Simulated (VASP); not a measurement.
# CrN2 (Pnnm) in VASP: notebook, part 2 of 2

VASP 6.6.1. The steps go on from the part before.

## 4. Single point, PBEsol, collinear spin, ferromagnetic start

This run uses another cell than the first one, of 7.61 Å³/atom.

The input, INCAR:

```
SYSTEM = CrN2
PREC = Accurate ; ENCUT = 520
EDIFF = 1E-6 ; ISMEAR = -1
SIGMA = 0.05 ; LREAL = .FALSE.
LASPH = .TRUE. ; NELM = 150
ALGO = Fast ; ISIF = 2
LWAVE = .FALSE. ; LCHARG = .TRUE.
ISPIN = 2 ; MAGMOM = 3 3 0 0 0 0
LORBIT = 11 ; LMAXMIX = 4
GGA = PS ; LELF = .TRUE.
LVHAR = .TRUE. ; NBANDS = 35
```

The input, KPOINTS:

```
regular mesh
0
G
  7 6 10
  0 0 0
```

The input, POSCAR:

```
CrN2
1.0
    3.7883649428      0.0000000000      0.0000000000
    0.0000000000      4.6036403053      0.0000000000
    0.0000000000      0.0000000000      2.6167125277
Cr N
2 4
Direct
    0.0000000000      0.0000000000      0.0000000000
    0.5000000000      0.5000000000      0.5000000000
    0.8638503255      0.5918001628      0.0000000000
    0.1361496745      0.4081998372      0.0000000000
    0.3638503255      0.9081998372      0.5000000000
    0.6361496745      0.0918001628      0.5000000000
```

Started as:

```sh
$ cat potpaw_PBE.64/Cr_pv/POTCAR potpaw_PBE.64/N/POTCAR > POTCAR
$ mpirun -np 1 vasp_std > vasp.out
```

Wall time 7.1 min (1 thread of Oxide Virtual Turin-like, shared host); peak memory 0.28 GiB.

It converged, with:

* Free energy: -55.6291 eV
* Pressure: 30.5 GPa
* Largest force: 0.082 eV/Å
* Net moment: 4.08 μB per cell
* Site moments: Cr +2.02; N -0.04 μB
* Valence electrons inside the program's atomic spheres: Cr 11.24; N 3.83

Forces in eV/Å, atoms in the order of the input:
```
Cr   0.000  0.000  0.000
Cr   0.000  0.000  0.000
N   -0.062  0.053  0.000
N    0.062 -0.053  0.000
N   -0.062 -0.053  0.000
N    0.062  0.053  0.000
```

Stress tensor (GPa, compression positive):
```
30.95  0.00  0.00
 0.00 30.54  0.00
 0.00  0.00 30.13
```

Levels at points of the mesh, in eV from the Fermi level:
Spin up:
```tsv
k point	band 22	band 23	band 24	band 25	band 26	band 27
(0.00, 0.00, 0.00)	-1.10	-0.80	-0.60	-0.46	-0.20	3.98
(0.00, 0.50, 0.00)	-1.06	0.08	0.08	0.31	0.31	3.54
(0.00, 0.00, 0.50)	-1.06	0.38	0.38	1.30	1.30	3.56
(0.00, 0.50, 0.50)	-1.20	-0.17	-0.17	1.32	1.32	2.90
```
Spin down:
| k point | band 17 | band 18 | band 19 | band 20 | band 21 | band 22 | band 23 | band 24 |
| --- | --- | --- | --- | --- | --- | --- | --- | --- |
| (0.00, 0.00, 0.00) | -4.04 | -2.99 | -1.94 | -1.88 | 0.12 | 0.19 | 1.08 | 1.58 |
| (0.00, 0.50, 0.00) | -2.81 | -2.81 | -1.71 | -1.71 | 0.71 | 0.71 | 1.79 | 1.79 |
| (0.00, 0.00, 0.50) | -2.16 | -2.16 | -1.94 | -1.94 | 1.31 | 1.31 | 1.58 | 1.58 |
| (0.00, 0.50, 0.50) | -1.51 | -1.51 | -0.07 | -0.07 | 0.55 | 0.55 | 1.17 | 1.17 |

Caveat: the cell stands under pressure; the PAW data sets were made with another functional, which shifts forces and pressure a little; the run started ferromagnetic, and an antiferromagnetic order may lie lower in energy. With open d or f shells a metallic result of PBEsol can be an artefact of self-interaction; +U or a hybrid may open a gap.

## 5. Single point, PBEsol, collinear spin, ferromagnetic start

This run uses another cell than the first one, of 7.81 Å³/atom.

The input, INCAR:

```
SYSTEM = CrN2
PREC     = Accurate       ! precision mode
ENCUT    = 520            ! plane-wave cutoff, eV
EDIFF    = 1E-6           ! SCF threshold, eV
ISMEAR   = -1             ! smearing method
SIGMA    = 0.05           ! smearing width, eV
LREAL    = .False.        ! projectors in reciprocal space
LASPH    = .True.         ! aspherical terms in the spheres
NELM     = 150            ! most SCF steps
ALGO     = Fast           ! electronic algorithm
ISIF     = 2              ! what is computed and relaxed
LWAVE    = .False.        ! write WAVECAR
LCHARG   = .False.        ! write CHGCAR
ISPIN    = 2              ! spin polarisation
MAGMOM   = 3 3 0 0 0 0    ! initial moments
LORBIT   = 11             ! projections on sites
LMAXMIX  = 4              ! l up to which the mixer works
GGA      = PS             ! functional
NBANDS   = 35             ! bands
```

The input, KPOINTS:

```
Automatic mesh
0
Gamma
  7 6 10
  0 0 0
```

The input, POSCAR:

```
CrN2
1.0
    3.8071028194      0.0000000000      0.0000000000
    0.0000000000      4.6437786026      0.0000000000
    0.0000000000      0.0000000000      2.6519455817
Cr N
2 4
Direct
    0.0000000000      0.0000000000      0.0000000000
    0.5000000000      0.5000000000      0.5000000000
    0.8639682630      0.5912126664      0.0000000000
    0.1360317370      0.4087873336      0.0000000000
    0.3639682630      0.9087873336      0.5000000000
    0.6360317370      0.0912126664      0.5000000000
```

Started as:

```sh
$ cat potpaw_PBE.64/Cr_pv/POTCAR potpaw_PBE.64/N/POTCAR > POTCAR
$ mpirun -np 1 vasp_std > vasp.out
```

It took 6.5 min on 1 thread of Oxide Virtual Turin-like, shared host; peak memory 0.29 GiB.

Results (log left out):

| Quantity | Value |
| --- | --- |
| Free energy | -55.8271 eV |
| Pressure | 20.5 GPa |
| Largest force | 0.079 eV/Å |
| Net moment | 4.10 μB per cell |
| Site moments | Cr +2.05; N -0.05 μB |
| Valence electrons inside the program's atomic spheres | Cr 11.16; N 3.81 |

Forces on the atoms (eV/Å):
```
Cr   0.000  0.000  0.000
Cr   0.000  0.000  0.000
N   -0.060  0.052  0.000
N    0.060 -0.052  0.000
N   -0.060 -0.052  0.000
N    0.060  0.052  0.000
```

Stress tensor (GPa, compression positive):
```
20.87  0.00  0.00
 0.00 20.50  0.00
 0.00  0.00 20.10
```

Levels at points of the mesh, in eV from the Fermi level:
Spin up:
| k point | band 20 | band 21 | band 22 | band 23 | band 24 | band 25 | band 26 | band 27 | band 28 | band 29 |
| --- | --- | --- | --- | --- | --- | --- | --- | --- | --- | --- |
| (0.00, 0.00, 0.00) | -2.68 | -1.37 | -1.08 | -0.78 | -0.64 | -0.47 | -0.24 | 3.80 | 5.55 | 5.63 |
| (0.00, 0.50, 0.00) | -2.42 | -1.05 | -1.05 | 0.01 | 0.01 | 0.31 | 0.31 | 3.40 | 3.40 | 5.23 |
| (0.00, 0.00, 0.50) | -2.52 | -1.06 | -1.06 | 0.40 | 0.40 | 1.17 | 1.17 | 3.38 | 3.38 | 3.91 |
| (0.00, 0.50, 0.50) | -1.46 | -1.17 | -1.17 | -0.16 | -0.16 | 1.18 | 1.18 | 2.76 | 2.76 | 3.50 |
Spin down:
```csv
k point,band 17,band 18,band 19,band 20,band 21,band 22,band 23,band 24
"(0.00, 0.00, 0.00)",-3.96,-3.02,-1.89,-1.83,0.21,0.27,1.10,1.59
"(0.00, 0.50, 0.00)",-2.70,-2.70,-1.67,-1.67,0.77,0.77,1.81,1.81
"(0.00, 0.00, 0.50)",-2.10,-2.10,-1.81,-1.81,1.35,1.35,1.61,1.61
"(0.00, 0.50, 0.50)",-1.41,-1.41,-0.07,-0.07,0.64,0.64,1.22,1.22
```

Caveat: the cell stands under pressure; the PAW data sets were made with another functional, which shifts forces and pressure a little; the run started ferromagnetic, and an antiferromagnetic order may lie lower in energy. With open d or f shells a metallic result of PBEsol can be an artefact of self-interaction; +U or a hybrid may open a gap.

## 6. Overview

| fixed moment (μB) | cell | k mesh | gap on the mesh (eV) | pressure (GPa) | moment (μB) | largest force (eV/Å) |
| --- | --- | --- | --- | --- | --- | --- |
| 7.5 | a = 3.902, b = 4.810, c = 2.784 Å, 6 atoms, atomic positions A | 6 × 5 × 8 | - | 6.5 | 7.50 | 1.29 |
| 9.0 | a = 3.902, b = 4.810, c = 2.784 Å, 6 atoms, atomic positions A | 6 × 5 × 8 | - | 19.3 | 9.00 | 2.75 |
| - | a = 3.788, b = 4.604, c = 2.617 Å, 6 atoms, atomic positions B | 7 × 6 × 10 | none | 30.5 | 4.08 | 0.08 |
| - | a = 3.807, b = 4.644, c = 2.652 Å, 6 atoms, atomic positions C | 7 × 6 × 10 | none | 20.5 | 4.10 | 0.08 |

Alike in all rows: task single point; level PBEsol; potentials or basis VASP PAW PBE potentials, release 64 (Cr_pv, N); spin collinear, ferromagnetic start; cutoff (eV) 520; smearing fermi-dirac 0.05 eV.

Caveats: the PAW data sets were made with another functional, which shifts forces and pressure a little; the run started ferromagnetic, and an antiferromagnetic order may lie lower in energy; the total moment is fixed, so each spin has its own Fermi level and the state may be an excited one (at least some runs); the cell stands under pressure (at least some runs); the stress differs along the axes, from -2 to 20 GPa (at least some runs); the stress differs along the axes, from 11 to 36 GPa (at least some runs).

Total energies depend on the potentials used, so only differences within one code and one set of settings carry meaning.
